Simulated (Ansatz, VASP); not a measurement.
**BeBi2Se6: VASP beside Ansatz**

```
CELL_PARAMETERS angstrom
6.78286 0.00000 0.00000
-3.39143 5.87413 0.00000
0.00000 0.00000 5.37249
ATOMIC_POSITIONS crystal
Be 0.00000 0.00000 0.50000
Bi 0.33333 0.66667 0.63468
Bi 0.66667 0.33333 0.36532
Se 0.82966 0.65931 0.74977
Se 0.34069 0.17034 0.74977
Se 0.82966 0.17034 0.74977
Se 0.17034 0.34069 0.25023
Se 0.65931 0.82966 0.25023
Se 0.17034 0.82966 0.25023
```

Alike in both runs: functional PBE; k mesh 3 × 3 × 4; occupations gaussian, width 0.1 eV; no spin polarisation.

Ansatz relaxed the structure, and its values are those at the end. VASP's run is a single point on that final structure, the one shown.

|  | VASP | Ansatz |
| --- | --- | --- |
| version | VASP 6.6.1 | Ansatz 0.2.0 |
| potentials or method | VASP PAW PBE potentials, release 64 (Be, Bi_d, Se), cutoff 520 eV | scalar-relativistic, plane waves, PAW |
| valence electrons in the cell | 68 | 128 |

|  | VASP | Ansatz | Ansatz less VASP |
| --- | --- | --- | --- |
| gap on the k mesh at the Fermi level (eV) | none | none | - |
| pressure (GPa) | 0.0 | 0.0 | -0.03 |
| rms of the force components (eV/Å) | 0.008 | 0.004 | -0.0046 |

A gap of «none» marks a metal or a gap that the smearing closes. VASP's potentials hold 68 valence electrons a cell and Ansatz's 128, so a difference there can come from the potentials and not from the codes.

Neither program's run includes spin-orbit coupling.
